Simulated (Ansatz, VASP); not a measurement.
# Two plane-wave programs on RbBr

```
Rb Br
1.0
     4.95834    0.00000    0.19542
     0.00000    4.99862    0.00000
    -0.19880    0.00000    7.02660
Rb Br
2 2
Cartesian
  1.2115 1.2497 1.8038
  3.5481 3.7490 5.4183
  1.0776 1.2497 5.3172
  3.6819 3.7490 1.9048
```

Alike in both runs: functional PBE; k mesh 4 × 4 × 4; occupations gaussian, width 0.1 eV; no spin polarisation.

Ansatz relaxed the structure, and its values are those at the end. VASP's run is a single point on that final structure, the one shown.

|  | VASP | Ansatz |
| --- | --- | --- |
| version | VASP 6.6.1 | Ansatz 0.2.0 |
| potentials or method | VASP PAW PBE potentials, release 64 (Rb_sv, Br), cutoff 520 eV | scalar-relativistic, plane waves, PAW |
| valence electrons in the cell | 32 | 32 |

```csv
,VASP,Ansatz,Ansatz less VASP
gap on the k mesh at the Fermi level (eV),4.16,4.16,+0.002
least direct gap on the mesh (eV),4.16,4.16,+0.002
pressure (GPa),-0.1,-0.1,-0.02
rms of the force components (eV/Å),0.006,0.006,0.0000
```

The functional is the same, so the differences come from potentials, cutoffs and numerics.
